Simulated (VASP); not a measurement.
# SiAsP3 (Pm-3m) in VASP: a series of runs

The runs below take SiAsP3 through single point, relaxation of cell and atoms, with PBEsol, r2SCAN+rVV10.

Everything below comes from runs of VASP 6.6.1. Logs are shortened: lines on timing, memory, paths and dates and some standing lists are left out, and cuts for length are marked.

## (1) The cell of the first run

It takes space group Pm-3m (No. 221, cubic). The conventional cell has a = 4.616 Å, b = 4.616 Å, c = 4.616 Å, α = 90.00°, β = 90.00°, γ = 90.00°. Si (site symmetry m-3m) has 12 P at 3.26 Å and 8 As at 4.00 Å within 4.3 Å. As (site symmetry m-3m) has 6 P at 2.31 Å within 3.1 Å. P (site symmetry 4/mmm) has 2 As at 2.31 Å within 3.1 Å.

## (2) Single point, PBEsol

INCAR reads:

```
SYSTEM = SiAsP3
ALGO     = Normal         ! electronic algorithm
EDIFF    = 1E-7           ! SCF threshold, eV
ENCUT    = 520            ! plane-wave cutoff, eV
GGA      = PS             ! functional
ISIF     = 2              ! what is computed and relaxed
ISMEAR   = -1             ! smearing method
LASPH    = .True.         ! aspherical terms in the spheres
LCHARG   = .False.        ! write CHGCAR
LREAL    = .False.        ! projectors in reciprocal space
LWAVE    = .False.        ! write WAVECAR
NBANDS   = 20             ! bands
NELM     = 80             ! most SCF steps
PREC     = Accurate       ! precision mode
SIGMA    = 0.03           ! smearing width, eV
```

KPOINTS reads:

```
k-points
0
Gamma
  4 4 4
  0 0 0
```

POSCAR reads:

```
SiAsP3
1.0
    4.6155939804      0.0000000000      0.0000000000
    0.0000000000      4.6155939804      0.0000000000
    0.0000000000      0.0000000000      4.6155939804
Si As P
1 1 3
Direct
    0.0000000000      0.0000000000      0.0000000000
    0.5000000000      0.5000000000      0.5000000000
    0.0000000000      0.5000000000      0.5000000000
    0.5000000000      0.0000000000      0.5000000000
    0.5000000000      0.5000000000      0.0000000000
```

Potentials or basis: VASP PAW PBE potentials, release 64 (Si, As, P).

Started as:

```bash
cat potpaw_PBE.64/Si/POTCAR potpaw_PBE.64/As/POTCAR potpaw_PBE.64/P/POTCAR > POTCAR
mpirun -np 1 vasp_std > vasp.out
```

OUTCAR:

```text
SYSTEM = SiAsP3
   EDIFF = 1E-7
   ENCUT = 520
   GGA = PS
   ISIF = 2
   ISMEAR = -1
   LASPH = .True.
   LREAL = .False.
   NELM = 80
   PREC = Accurate

 ion  position               nearest neighbor table
   1  0.000  0.000  0.000-
   2  0.500  0.500  0.500-   3 2.31   4 2.31   5 2.31   5 2.31   4 2.31   3 2.31
   3  0.000  0.500  0.500-   2 2.31   2 2.31
   4  0.500  0.000  0.500-   2 2.31   2 2.31
   5  0.500  0.500  0.000-   2 2.31   2 2.31

  LATTYP: Found a simple cubic cell.
 ALAT       =     4.6155939804

  Lattice vectors:

 A1 = (   4.6155939804,   0.0000000000,   0.0000000000)
 A2 = (   0.0000000000,   4.6155939804,   0.0000000000)
 A3 = (   0.0000000000,   0.0000000000,   4.6155939804)

Analysis of symmetry for initial positions (statically):
=====================================================================
 Subroutine PRICEL returns:
 Original cell was already a primitive cell.

 Routine SETGRP: Setting up the symmetry group for a
 simple cubic supercell.

 Subroutine GETGRP returns: Found 48 space group operations
 (whereof 48 operations were pure point group operations)
 out of a pool of 48 trial point group operations.

The static configuration has the point symmetry O_h .

Analysis of symmetry for dynamics (positions and initial velocities):
=====================================================================
 Subroutine PRICEL returns:
 Original cell was already a primitive cell.

 Routine SETGRP: Setting up the symmetry group for a
 simple cubic supercell.

 Subroutine GETGRP returns: Found 48 space group operations
 (whereof 48 operations were pure point group operations)
 out of a pool of 48 trial point group operations.

The dynamic configuration has the point symmetry O_h .

 Subroutine INISYM returns: Found 48 space group operations
 (whereof 48 operations are pure point group operations),
 and found     1 'primitive' translations

----------------------------------------------------------------------------------------

                                     Primitive cell

  volume of cell :      98.3293

  direct lattice vectors                    reciprocal lattice vectors
     4.615593980  0.000000000  0.000000000     0.216656839  0.000000000  0.000000000
     0.000000000  4.615593980  0.000000000     0.000000000  0.216656839  0.000000000
     0.000000000  0.000000000  4.615593980     0.000000000  0.000000000  0.216656839

  length of vectors
     4.615593980  4.615593980  4.615593980     0.216656839  0.216656839  0.216656839

  position of ions in fractional coordinates (direct lattice)
     0.000000000  0.000000000  0.000000000
     0.500000000  0.500000000  0.500000000
     0.000000000  0.500000000  0.500000000
     0.500000000  0.000000000  0.500000000
     0.500000000  0.500000000  0.000000000

  ion indices of the primitive-cell ions
   primitive index   ion index
                 1           1
                 2           2
                 3           3
                 4           4
                 5           5

----------------------------------------------------------------------------------------

 KPOINTS: k-points

Automatic generation of k-mesh.
 Grid dimensions read from file:
 generate k-points for:    4    4    4

 Generating k-lattice:

  Cartesian coordinates                     Fractional coordinates (reciprocal lattice)
     0.054164210  0.000000000  0.000000000     0.250000000  0.000000000  0.000000000
     0.000000000  0.054164210  0.000000000     0.000000000  0.250000000  0.000000000
     0.000000000  0.000000000  0.054164210     0.000000000  0.000000000  0.250000000

  Length of vectors
     0.054164210  0.054164210  0.054164210

  Shift w.r.t. Gamma in fractional coordinates (k-lattice)
     0.000000000  0.000000000  0.000000000

 Subroutine IBZKPT returns following result:
 ===========================================

 Found     10 irreducible k-points:

 Following reciprocal coordinates:
            Coordinates               Weight
  0.000000  0.000000  0.000000      1.000000
  0.250000  0.000000  0.000000      6.000000
  0.500000  0.000000  0.000000      3.000000
  0.250000  0.250000  0.000000     12.000000
  0.500000  0.250000  0.000000     12.000000
  0.500000  0.500000  0.000000      3.000000
  0.250000  0.250000  0.250000      8.000000
  0.500000  0.250000  0.250000     12.000000
  0.500000  0.500000  0.250000      6.000000
  0.500000  0.500000  0.500000      1.000000
   k-points           NKPTS =     10   k-points in BZ     NKDIM =     10   number of bands    NBANDS=     20
   number of dos      NEDOS =    301   number of ions     NIONS =      5
   total plane-waves  NPLWV =  46656
   dimension x,y,z NGX =    36 NGY =   36 NGZ =   36
   dimension x,y,z NGXF=    72 NGYF=   72 NGZF=   72
   ions per type =               1   1   3
   NGX,Y,Z   is equivalent  to a cutoff of  12.97, 12.97, 12.97 a.u.
   NGXF,Y,Z  is equivalent  to a cutoff of  25.93, 25.93, 25.93 a.u.
 SYSTEM =  SiAsP3
   PREC   = accura    normal or accurate (medium, high low for compatibility)
   ISTART =      0    job   : 0-new  1-cont  2-samecut
   ICHARG =      2    charge: 1-file 2-atom 10-const
   ISPIN  =      1    spin polarized calculation?
   LNONCOLLINEAR =      F non collinear calculations
   LSORBIT =      F    spin-orbit coupling
   LASPH  =      T    aspherical Exc in radial PAW
   ENCUT  =  520.0 eV  38.22 Ry    6.18 a.u.   8.58  8.58  8.58*2*pi/ulx,y,z
   NELM   =     80;   NELMIN=  2; NELMDL= -5     # of ELM steps
   EDIFF  = 0.1E-06   stopping-criterion for ELM
   LREAL  =      F    real-space projection
   EDIFFG = 0.1E-05   stopping-criterion for IOM
   NSW    =      0    number of steps for IOM
   IBRION =     -1    ionic relax: 0-MD 1-quasi-New 2-CG
   NFREE  =      0    steps in history (QN), initial steepest desc. (CG)
   ISIF   =      2    stress and relaxation
   ISYM   =      2    0-nonsym 1-usesym 2-fastsym
   POTIM  = 0.5000    time-step for ionic-motion
   TEBEG  =    0.0;   TEEND  =   0.0 temperature during run
   PSTRESS=    0.0 pullay stress
   NELECT =      24.0000    total number of electrons
   NUPDOWN=      -1.0000    fix difference up-down
   EMIN   =  10.00;   EMAX   =-10.00  energy-range for DOS
   EFERMI =   0.00;   METHOD = LEGACY
   ISMEAR =    -1;   SIGMA  =   0.03  broadening in eV -4-tet -1-fermi 0-gaus
   EFERMI_NEDOS =   21; number of points for ismear=-14 and -15
   IALGO  =     38    algorithm
   IMIX   =      4    mixing-type and parameters
     AMIX     =   0.40;   BMIX     =  1.00
     AMIX_MAG =   1.60;   BMIX_MAG =  1.00
  volume/ion in A,a.u.               =      19.67       132.71
  Fermi-wavevector in a.u.,A,eV,Ry     =   1.023099  1.933377 14.241647  1.046731
  Thomas-Fermi vector in A             =   2.156814
   LORBIT       =      0    0 simple, 1 ext, 2 COOP (PROOUT), +10 PAW based schemes
   GGA     = PS    functional components
   LHFCALC =     F    Hartree Fock is set to
   AEXX    =    0.0000 exact exchange contribution
   IVDW    =     0    specifies the selected vdW correction
   LEPSILON=     F    determine dielectric tensor
   LRPA    =     F    only Hartree local field effects (RPA)
 non-spin polarized calculation
  energy-cutoff  :      520.00
  volume of cell :       98.33
 maximum number of plane-waves:      2680
 NGX is ok and might be reduce to    36
   NGX = 17   NGY = 17   NGZ = 17

 number of electron      24.0000001 magnetization

 Free energy of the ion-electron system (eV)
  ---------------------------------------------------
  ext. energy  EPLUGINS =         0.00000000
  ---------------------------------------------------
  free energy    TOTEN  =       -22.15678133 eV

  energy without entropy =      -22.14295354  energy(sigma->0) =      -22.14986743

 E-fermi :   6.1325     XC(G=0): -10.1293

 val. band max:        6.1113260236   @ k =   0.2500   0.2500   0.2500
 cond. band min:       6.2382627917   @ k =   0.2500   0.2500   0.0000
 fundamental gap:      0.1269367681
 Fermi energy:         6.1324771843

 k-point     1 :       0.0000    0.0000    0.0000
  band No.  band energies     occupation
      1      -9.8877      2.00000
      2      -3.1013      2.00000
      3      -3.1013      2.00000
      4      -1.8241      2.00000
      5      -1.4159      2.00000
      6      -1.4159      2.00000
[... 12 lines left out ...]
     19       9.7518      0.00000
     20       9.7518      0.00000

 k-point     2 :       0.2500    0.0000    0.0000
  band No.  band energies     occupation
      1      -9.6595      2.00000
      2      -4.7431      2.00000
      3      -3.0447      2.00000
      4      -1.8677      2.00000
      5      -1.2588      2.00000
      6      -1.2588      2.00000
[... 12 lines left out ...]
     19      11.5245      0.00000
     20      11.5269      0.00000

 k-point     3 :       0.5000    0.0000    0.0000
  band No.  band energies     occupation
      1      -9.3663      2.00000
      2      -5.7803      2.00000
      3      -2.9857      2.00000
      4      -1.1565      2.00000
      5      -1.0759      2.00000
      6      -1.0759      2.00000
[... 12 lines left out ...]
     19      10.2600      0.00000
     20      12.5450      0.00000

 k-point     4 :       0.2500    0.2500    0.0000
  band No.  band energies     occupation
      1      -9.4256      2.00000
      2      -4.7056      2.00000
      3      -4.4602      2.00000
      4      -2.2174      2.00000
      5      -1.1087      2.00000
      6      -0.2174      2.00000
[... 107 lines left out ...]
 k-point     9 :       0.5000    0.5000    0.2500
  band No.  band energies     occupation
      1      -8.5196      2.00000
      2      -5.3656      2.00000
      3      -5.3656      2.00000
      4      -4.0642      2.00000
      5      -1.1167      2.00000
      6       1.7735      2.00000
[... 12 lines left out ...]
     19       9.6546      0.00000
     20      12.5244      0.00000

 k-point    10 :       0.5000    0.5000    0.5000
  band No.  band energies     occupation
      1      -8.1225      2.00000
      2      -5.2606      2.00000
      3      -5.2606      2.00000
      4      -5.2606      2.00000
      5      -0.5231      2.00000
      6       0.9850      2.00000
[... 12 lines left out ...]
     19       9.5027      0.00000
     20      10.3269      0.00000

------------------------ aborting loop because EDIFF is reached ----------------------------------------

  FORCE on cell =-STRESS in cart. coord.  units (eV):
  Direction    XX          YY          ZZ          XY          YZ          ZX
  --------------------------------------------------------------------------------------
  -------------------------------------------------------------------------------------
  Total        0.2144629      0.2144629      0.2144629      0.0000000     -0.0000000      0.0000000
  in kB        3.4944595      3.4944595      3.4944595      0.0000000     -0.0000000      0.0000000
  external PRESSURE =       3.4944595 kB  Pullay stress =       0.0000000 kB

 VOLUME and BASIS-vectors are now :
 -----------------------------------------------------------------------------
  energy-cutoff  :      520.00
  volume of cell :       98.33
      direct lattice vectors                 reciprocal lattice vectors
     4.615593980  0.000000000  0.000000000     0.216656839  0.000000000  0.000000000
     0.000000000  4.615593980  0.000000000     0.000000000  0.216656839  0.000000000
     0.000000000  0.000000000  4.615593980     0.000000000  0.000000000  0.216656839

 POSITION                                       TOTAL-FORCE (eV/Angst)
 -----------------------------------------------------------------------------------
      0.00000      0.00000      0.00000         0.000000      0.000000      0.000000
      2.30780      2.30780      2.30780         0.000000      0.000000      0.000000
      0.00000      2.30780      2.30780         0.000000      0.000000      0.000000
      2.30780      0.00000      2.30780         0.000000      0.000000      0.000000
      2.30780      2.30780      0.00000         0.000000      0.000000      0.000000
 -----------------------------------------------------------------------------------
    total drift:                               -0.000000      0.000000      0.000000

  FREE ENERGIE OF THE ION-ELECTRON SYSTEM (eV)
  ---------------------------------------------------
  free  energy   TOTEN  =       -22.1567813260 eV

  energy  without entropy=      -22.1429535397  energy(sigma->0) =      -22.14986743
```

Run time: 34 s. Hardware: 1 thread of Oxide Virtual Turin-like, shared host; peak memory 0.17 GiB.

What came out:

| Item | Value |
| --- | --- |
| Free energy | -22.1568 eV |
| Pressure | 0.3 GPa |
| Band gap on the k mesh | zero (bands 12 and 13 overlap by 1.42 eV) |

Caveat: the PAW data sets were made with another functional, which shifts forces and pressure a little.

## (3) Single point, r2SCAN+rVV10

This run uses another cell than the first one, of 20.13 Å³/atom.

POSCAR: that of step 2 with these lines changed.

```diff
@@ -2,5 +2,5 @@
 1.0
-    4.6155939804      0.0000000000      0.0000000000
-    0.0000000000      4.6155939804      0.0000000000
-    0.0000000000      0.0000000000      4.6155939804
+    4.6516634513      0.0000000000      0.0000000000
+    0.0000000000      4.6516634513      0.0000000000
+    0.0000000000      0.0000000000      4.6516634513
 Si As P
```

INCAR.step1 reads:

```
SYSTEM = SiAsP3
PREC = Accurate
ENCUT = 520
ISMEAR = -1
SIGMA = 0.03
LREAL = .FALSE.
LASPH = .TRUE.
NELM = 80
NBANDS = 20
GGA = PE
ALGO = Normal
EDIFF = 1E-4
LWAVE = .TRUE.
LCHARG = .FALSE.
```

INCAR.step2 reads:

```
SYSTEM = SiAsP3
PREC = Accurate
ENCUT = 520
EDIFF = 1E-6
ISMEAR = -1
SIGMA = 0.03
LREAL = .FALSE.
LASPH = .TRUE.
NELM = 80
ALGO = Normal
ISIF = 2
LWAVE = .FALSE.
LCHARG = .TRUE.
METAGGA = R2SCAN
LMIXTAU = .TRUE.
LUSE_VDW = .TRUE.
IVDW_NL = 2
BPARAM = 11.95
CPARAM = 0.0093
LELF = .TRUE.
LVHAR = .TRUE.
NBANDS = 20
ISTART = 1
```

KPOINTS reads:

```
regular mesh
0
G
  6 6 6
  0 0 0
```

Potentials or basis: VASP PAW PBE potentials, release 64 (Si, As, P).

Started as:

```bash
cat potpaw_PBE.64/Si/POTCAR potpaw_PBE.64/As/POTCAR potpaw_PBE.64/P/POTCAR > POTCAR
cp INCAR.step1 INCAR
mpirun -np 1 vasp_std > vasp.out
cp INCAR.step2 INCAR
mpirun -np 1 vasp_std > vasp.out
```

It took 4.4 min on 1 thread of Oxide Virtual Turin-like, shared host; peak memory 0.37 GiB.

Results (log left out):

```
Free energy            : -43.3081 eV
Pressure               : 0.1 GPa
Band gap on the k mesh : zero (bands 12 and 13 overlap by 1.59 eV)
```

Levels at points of the mesh, in eV from the Fermi level:
```
           k point  band 9  band 10  band 11  band 12  band 13  band 14  band 15  band 16
(0.00, 0.00, 0.00)   -1.21    -1.21    -1.21    -0.06    -0.06    -0.06     4.06     4.06
(0.50, 0.00, 0.00)   -2.44    -1.20    -0.55    -0.06    -0.06     0.08     2.52     2.52
(0.50, 0.50, 0.00)   -1.99    -1.67    -1.67    -0.38     0.32     0.73     0.73     2.01
(0.50, 0.50, 0.50)   -0.30    -0.30     1.33     1.33     1.33     2.14     2.14     2.14
```

Caveat: the PAW data sets were made with another functional, which shifts forces and pressure a little.

(Part 1 of 2 ends here.)

The gap in the log of VASP goes by the Fermi energy; the results here count the filled bands.